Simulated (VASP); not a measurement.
# C (Cmme) in VASP: notebook

C is run at these levels: PBE; tasks: single point.

All numbers are computed with VASP 6.6.1; they aren't measurements. Logs are shortened: lines on timing, memory, paths and dates and some standing lists are left out, and cuts for length are marked.

## 1. The cell of the first run

Symmetry: Cmme, No. 67, orthorhombic system. The conventional cell has a = 2.337 Å, b = 4.270 Å, c = 8.703 Å, α = 90.00°, β = 90.00°, γ = 90.00°. Within 1.8 Å of C (site symmetry m) lie 3 C at 1.37 to 1.42 Å.

## 2. Single point, PBE

INCAR

```
PREC = Accurate
ENCUT = 520
EDIFF = 1E-6
ISMEAR = 0
SIGMA = 0.15
LREAL = False
LASPH = True
NELM = 80
ALGO = Normal
ISIF = 2
LWAVE = False
LCHARG = False
GGA = PE
NBANDS = 16
```

KPOINTS

```
Automatic mesh
0
Gamma
  21 21 6
```

POSCAR

```
C
1.0
    1.1686002944     -2.1350461885      0.0000000000
    1.1686002944      2.1350461885      0.0000000000
    0.0000000000      0.0000000000      8.7029515813
C
4
Direct
    0.0833329406      0.9166670594      0.7503043452
    0.5833329406      0.4166670594      0.2496956548
    0.9166670594      0.0833329406      0.2496956548
    0.4166670594      0.5833329406      0.7503043452
```

Potentials or basis: VASP PAW PBE potentials, release 64 (C).

Started as:

```
cat potpaw_PBE.64/C/POTCAR > POTCAR
mpirun -np 1 vasp_std > vasp.out
```

OUTCAR:

```text
PREC = Accurate
   ENCUT = 520
   EDIFF = 1E-6
   ISMEAR = 0
   LREAL = False
   LASPH = True
   NELM = 80
   ISIF = 2
   GGA = PE

 ion  position               nearest neighbor table
   1  0.083  0.917  0.750-   4 1.37   4 1.37   4 1.42
   2  0.583  0.417  0.250-   3 1.37   3 1.37   3 1.42
   3  0.917  0.083  0.250-   2 1.37   2 1.37   2 1.42
   4  0.417  0.583  0.750-   1 1.37   1 1.37   1 1.42

  LATTYP: Found a base centered orthorhombic cell.
 ALAT       =     2.3372005888
 B/A-ratio  =     1.8270115100
 C/A-ratio  =     3.7236648078

  Lattice vectors:

 A1 = (   1.1686002944,  -2.1350461885,   0.0000000000)
 A2 = (   1.1686002944,   2.1350461885,   0.0000000000)
 A3 = (   0.0000000000,   0.0000000000,   8.7029515813)

Analysis of symmetry for initial positions (statically):
=====================================================================
 Subroutine PRICEL returns:
 Original cell was already a primitive cell.

 Routine SETGRP: Setting up the symmetry group for a
 base centered orthorhombic supercell.

 Subroutine GETGRP returns: Found  8 space group operations
 (whereof  4 operations were pure point group operations)
 out of a pool of  8 trial point group operations.

The static configuration has the point symmetry C_2h.
 The point group associated with its full space group is D_2h.

Analysis of symmetry for dynamics (positions and initial velocities):
=====================================================================
 Subroutine PRICEL returns:
 Original cell was already a primitive cell.

 Routine SETGRP: Setting up the symmetry group for a
 base centered orthorhombic supercell.

 Subroutine GETGRP returns: Found  8 space group operations
 (whereof  4 operations were pure point group operations)
 out of a pool of  8 trial point group operations.

The dynamic configuration has the point symmetry C_2h.
 The point group associated with its full space group is D_2h.

 Subroutine INISYM returns: Found  8 space group operations
 (whereof  4 operations are pure point group operations),
 and found     1 'primitive' translations

----------------------------------------------------------------------------------------

                                     Primitive cell

  volume of cell :      43.4280

  direct lattice vectors                    reciprocal lattice vectors
     1.168600294 -2.135046189  0.000000000     0.427862292 -0.234186971  0.000000000
     1.168600294  2.135046189  0.000000000     0.427862292  0.234186971  0.000000000
     0.000000000  0.000000000  8.702951581     0.000000000  0.000000000  0.114903546

  length of vectors
     2.433936909  2.433936909  8.702951581     0.487759857  0.487759857  0.114903546

  position of ions in fractional coordinates (direct lattice)
     0.083332941  0.916667059  0.750304345
     0.583332941  0.416667059  0.249695655
     0.916667059  0.083332941  0.249695655
     0.416667059  0.583332941  0.750304345

  ion indices of the primitive-cell ions
   primitive index   ion index
                 1           1
                 2           2
                 3           3
                 4           4

----------------------------------------------------------------------------------------

 KPOINTS: Automatic mesh

Automatic generation of k-mesh.
 Grid dimensions read from file:
 generate k-points for:   21   21    6

 Generating k-lattice:

  Cartesian coordinates                     Fractional coordinates (reciprocal lattice)
     0.020374395 -0.011151761  0.000000000     0.047619048  0.000000000  0.000000000
     0.020374395  0.011151761  0.000000000     0.000000000  0.047619048  0.000000000
     0.000000000  0.000000000  0.019150591     0.000000000  0.000000000  0.166666667

  Length of vectors
     0.023226660  0.023226660  0.019150591

  Shift w.r.t. Gamma in fractional coordinates (k-lattice)
     0.000000000  0.000000000  0.000000000

 Subroutine IBZKPT returns following result:
 ===========================================

 Found    484 irreducible k-points:

 Following reciprocal coordinates:
            Coordinates               Weight
  0.000000  0.000000  0.000000      1.000000
  0.047619 -0.000000  0.000000      4.000000
  0.095238 -0.000000  0.000000      4.000000
  0.142857  0.000000  0.000000      4.000000
  0.190476 -0.000000  0.000000      4.000000
  0.238095 -0.000000  0.000000      4.000000
[... 16 lines left out ...]
 -0.428571  0.047619  0.000000      4.000000
 -0.380952  0.047619  0.000000      4.000000
 [... further k-points ...]
   k-points           NKPTS =    484   k-points in BZ     NKDIM =    484   number of bands    NBANDS=     16
   number of dos      NEDOS =    301   number of ions     NIONS =      4
   total plane-waves  NPLWV =  22680
   dimension x,y,z NGX =    18 NGY =   18 NGZ =   70
   dimension x,y,z NGXF=    36 NGYF=   36 NGZF=  140
   ions per type =               4
   NGX,Y,Z   is equivalent  to a cutoff of  12.29, 12.29, 13.37 a.u.
   NGXF,Y,Z  is equivalent  to a cutoff of  24.59, 24.59, 26.74 a.u.
 SYSTEM =  unknown system
   PREC   = accura    normal or accurate (medium, high low for compatibility)
   ISTART =      0    job   : 0-new  1-cont  2-samecut
   ICHARG =      2    charge: 1-file 2-atom 10-const
   ISPIN  =      1    spin polarized calculation?
   LNONCOLLINEAR =      F non collinear calculations
   LSORBIT =      F    spin-orbit coupling
   LASPH  =      T    aspherical Exc in radial PAW
   ENCUT  =  520.0 eV  38.22 Ry    6.18 a.u.   4.53  4.53 16.18*2*pi/ulx,y,z
   NELM   =     80;   NELMIN=  2; NELMDL= -5     # of ELM steps
   EDIFF  = 0.1E-05   stopping-criterion for ELM
   LREAL  =      F    real-space projection
   EDIFFG = 0.1E-04   stopping-criterion for IOM
   NSW    =      0    number of steps for IOM
   IBRION =     -1    ionic relax: 0-MD 1-quasi-New 2-CG
   NFREE  =      0    steps in history (QN), initial steepest desc. (CG)
   ISIF   =      2    stress and relaxation
   ISYM   =      2    0-nonsym 1-usesym 2-fastsym
   POTIM  = 0.5000    time-step for ionic-motion
   TEBEG  =    0.0;   TEEND  =   0.0 temperature during run
   PSTRESS=    0.0 pullay stress
   NELECT =      16.0000    total number of electrons
   NUPDOWN=      -1.0000    fix difference up-down
   EMIN   =  10.00;   EMAX   =-10.00  energy-range for DOS
   EFERMI =   0.00;   METHOD = LEGACY
   ISMEAR =     0;   SIGMA  =   0.15  broadening in eV -4-tet -1-fermi 0-gaus
   EFERMI_NEDOS =   21; number of points for ismear=-14 and -15
   IALGO  =     38    algorithm
   IMIX   =      4    mixing-type and parameters
     AMIX     =   0.40;   BMIX     =  1.00
     AMIX_MAG =   1.60;   BMIX_MAG =  1.00
  volume/ion in A,a.u.               =      10.86        73.27
  Fermi-wavevector in a.u.,A,eV,Ry     =   1.173613  2.217807 18.740220  1.377367
  Thomas-Fermi vector in A             =   2.310023
   LORBIT       =      0    0 simple, 1 ext, 2 COOP (PROOUT), +10 PAW based schemes
   GGA     = PE    functional components
   LHFCALC =     F    Hartree Fock is set to
   AEXX    =    0.0000 exact exchange contribution
   IVDW    =     0    specifies the selected vdW correction
   LEPSILON=     F    determine dielectric tensor
   LRPA    =     F    only Hartree local field effects (RPA)
 non-spin polarized calculation
 Gauss-broadening in eV      SIGMA  =   0.15
  energy-cutoff  :      520.00
  volume of cell :       43.43
 maximum number of plane-waves:      1212
   NGX =  9   NGY =  9   NGZ = 33

 number of electron      16.0000002 magnetization

 Free energy of the ion-electron system (eV)
  ---------------------------------------------------
  ext. energy  EPLUGINS =         0.00000000
  ---------------------------------------------------
  free energy    TOTEN  =       -36.53317275 eV

  energy without entropy =      -36.53316074  energy(sigma->0) =      -36.53316674

 E-fermi :   3.1268     XC(G=0):  -8.7229

 val. band max:        2.8467746350   @ k =   0.3333   0.3333   0.0000
 cond. band min:       3.4373426005   @ k =   0.3333   0.3333   0.0000
 fundamental gap:      0.5905679656
 Fermi energy:         3.1268331863

 k-point     1 :       0.0000    0.0000    0.0000
  band No.  band energies     occupation
      1     -17.1064      2.00000
      2     -17.0791      2.00000
      3      -5.2820      2.00000
      4      -4.8847      2.00000
      5      -0.0843      2.00000
      6      -0.0823      2.00000
[... 8 lines left out ...]
     15      12.7100      0.00000
     16      15.5015      0.00000

 k-point     2 :       0.0476   -0.0000    0.0000
  band No.  band energies     occupation
      1     -17.0487      2.00000
      2     -17.0216      2.00000
      3      -5.2111      2.00000
      4      -4.8149      2.00000
      5      -0.2261      2.00000
      6      -0.2242      2.00000
[... 8 lines left out ...]
     15      12.8510      0.00000
     16      15.2959      0.00000

 k-point     3 :       0.0952   -0.0000    0.0000
  band No.  band energies     occupation
      1     -16.8755      2.00000
      2     -16.8488      2.00000
      3      -4.9986      2.00000
      4      -4.6058      2.00000
      5      -0.6807      2.00000
      6      -0.6803      2.00000
[... 8 lines left out ...]
     15      13.1273      0.00000
     16      14.7042      0.00000

 k-point     4 :       0.1429    0.0000    0.0000
  band No.  band energies     occupation
      1     -16.5876      2.00000
      2     -16.5616      2.00000
      3      -4.6462      2.00000
      4      -4.2593      2.00000
      5      -1.5614      2.00000
      6      -1.5593      2.00000
[... 8 lines left out ...]
     15      13.7667      0.00000
     16      13.7919      0.00000
[... 324 lines left out ...]
 k-point    22 :      -0.4762    0.0476    0.0000
  band No.  band energies     occupation
      1     -12.0614      2.00000
      2     -12.0447      2.00000
      3      -9.6762      2.00000
      4      -9.6633      2.00000
      5      -3.9710      2.00000
      6      -3.9691      2.00000
[... 8 lines left out ...]
     15      15.8264      0.00000
     16      17.2576      0.00000

 k-point    23 :      -0.4286    0.0476    0.0000
  band No.  band energies     occupation
      1     -13.0297      2.00000
      2     -13.0110      2.00000
      3      -8.4519      2.00000
      4      -8.4407      2.00000
      5      -3.8160      2.00000
      6      -3.8140      2.00000
[... 8 lines left out ...]
     15      17.4051      0.00000
     16      17.5571      0.00000

 k-point    24 :      -0.3810    0.0476    0.0000
  band No.  band energies     occupation
      1     -13.9081      2.00000
      2     -13.8876      2.00000
      3      -7.1656      2.00000
      4      -7.1562      2.00000
      5      -3.5474      2.00000
      6      -3.5453      2.00000
[... 8 lines left out ...]
     15      16.5524      0.00000
     16      18.8323      0.00000

 [... further k-points ...]

------------------------ aborting loop because EDIFF is reached ----------------------------------------

  FORCE on cell =-STRESS in cart. coord.  units (eV):
  Direction    XX          YY          ZZ          XY          YZ          ZX
  --------------------------------------------------------------------------------------
  -------------------------------------------------------------------------------------
  Total       14.0546860      2.5191252     -0.0156223      0.0000000      0.0000000      0.0000000
  in kB      518.5156894     92.9373977     -0.5763498      0.0000000      0.0000000      0.0000000
  external PRESSURE =     203.6255791 kB  Pullay stress =       0.0000000 kB

 VOLUME and BASIS-vectors are now :
 -----------------------------------------------------------------------------
  energy-cutoff  :      520.00
  volume of cell :       43.43
      direct lattice vectors                 reciprocal lattice vectors
     1.168600294 -2.135046189  0.000000000     0.427862292 -0.234186971  0.000000000
     1.168600294  2.135046189  0.000000000     0.427862292  0.234186971  0.000000000
     0.000000000  0.000000000  8.702951581     0.000000000  0.000000000  0.114903546

 POSITION                                       TOTAL-FORCE (eV/Angst)
 -----------------------------------------------------------------------------------
      1.16860      1.77921      6.52986         0.000000     -0.902146     -0.000079
      1.16860     -0.35584      2.17309         0.000000     -0.902146      0.000079
      1.16860     -1.77921      2.17309         0.000000      0.902146      0.000079
      1.16860      0.35584      6.52986         0.000000      0.902146     -0.000079
 -----------------------------------------------------------------------------------
    total drift:                               -0.000000     -0.000000      0.000000

  FREE ENERGIE OF THE ION-ELECTRON SYSTEM (eV)
  ---------------------------------------------------
  free  energy   TOTEN  =       -36.5331727492 eV

  energy  without entropy=      -36.5331607373  energy(sigma->0) =      -36.53316674
```

Run time: 2.9 min. Hardware: 1 thread of AMD EPYC 7R13 (Zen 3), shared host; peak memory 0.31 GiB.

What came out:

```yaml
Free_energy: -36.5332 eV
Pressure: 20.4 GPa
Largest_force: 0.902 eV/Å
Band_gap_on_the_k_mesh: 0.59 eV
```

Forces in eV/Å, atoms in the order of the input:
```
C    0.000 -0.902  0.000
C    0.000 -0.902  0.000
C    0.000  0.902  0.000
C    0.000  0.902  0.000
```

Caveat: this functional lacks dispersion, which binds the layers, so the pressure and a relaxed spacing across them are unreliable. A k mesh can miss the band edges.

## 3. Single point, PBE

This run uses another cell than the first one, of 11.47 Å³/atom, 1.056 times its volume.

INCAR

```
SYSTEM = C
PREC     = Accurate       ! precision mode
ENCUT    = 520            ! plane-wave cutoff, eV
EDIFF    = 1E-7           ! SCF threshold, eV
ISMEAR   = 0              ! smearing method
SIGMA    = 0.15           ! smearing width, eV
LREAL    = .FALSE.        ! projectors in reciprocal space
LASPH    = .TRUE.         ! aspherical terms in the spheres
NELM     = 80             ! most SCF steps
ALGO     = Normal         ! electronic algorithm
ISIF     = 2              ! what is computed and relaxed
LWAVE    = .FALSE.        ! write WAVECAR
LCHARG   = .FALSE.        ! write CHGCAR
GGA      = PE             ! functional
NBANDS   = 16             ! bands
```

KPOINTS

```
regular mesh
0
G
  21 21 6
  0 0 0
```

POSCAR

```
C
1.0
    1.2554588555     -2.1170902685      0.0000000000
    1.2554588555      2.1170902685      0.0000000000
    0.0000000000      0.0000000000      8.6297590184
C
4
Direct
    0.0833329406      0.9166670594      0.7503043452
    0.5833329406      0.4166670594      0.2496956548
    0.9166670594      0.0833329406      0.2496956548
    0.4166670594      0.5833329406      0.7503043452
```

Potentials or basis: VASP PAW PBE potentials, release 64 (C).

Started as:

```
cat potpaw_PBE.64/C/POTCAR > POTCAR
mpirun -np 1 vasp_std > vasp.out
```

Wall time 2.6 min (1 thread of AMD EPYC 7R13 (Zen 3), shared host); peak memory 0.31 GiB.

Results (log left out):

```
Free energy            : -36.8678 eV
Pressure               : -2.3 GPa
Largest force          : 0.274 eV/Å
Band gap on the k mesh : 0.18 eV
```

Forces in eV/Å, atoms in the order of the input:
```
C    0.000  0.274  0.000
C    0.000  0.274  0.000
C    0.000 -0.274  0.000
C    0.000 -0.274  0.000
```

Stress tensor (GPa, compression positive):
```
-12.53   0.00   0.00
  0.00   5.58   0.00
  0.00   0.00  -0.02
```

Levels at points of the mesh, in eV from the valence-band top:
```
           k point  band 5  band 6  band 7  band 8  band 9  band 10  band 11  band 12
(0.00, 0.00, 0.00)   -2.97   -2.97   -2.88   -2.88    3.23     6.42     8.04     8.05
(0.00, 0.00, 0.50)   -2.97   -2.97   -2.88   -2.88    4.44     4.45     8.05     8.05
```

Caveat: this functional lacks dispersion, which binds the layers, so the pressure and a relaxed spacing across them are unreliable.
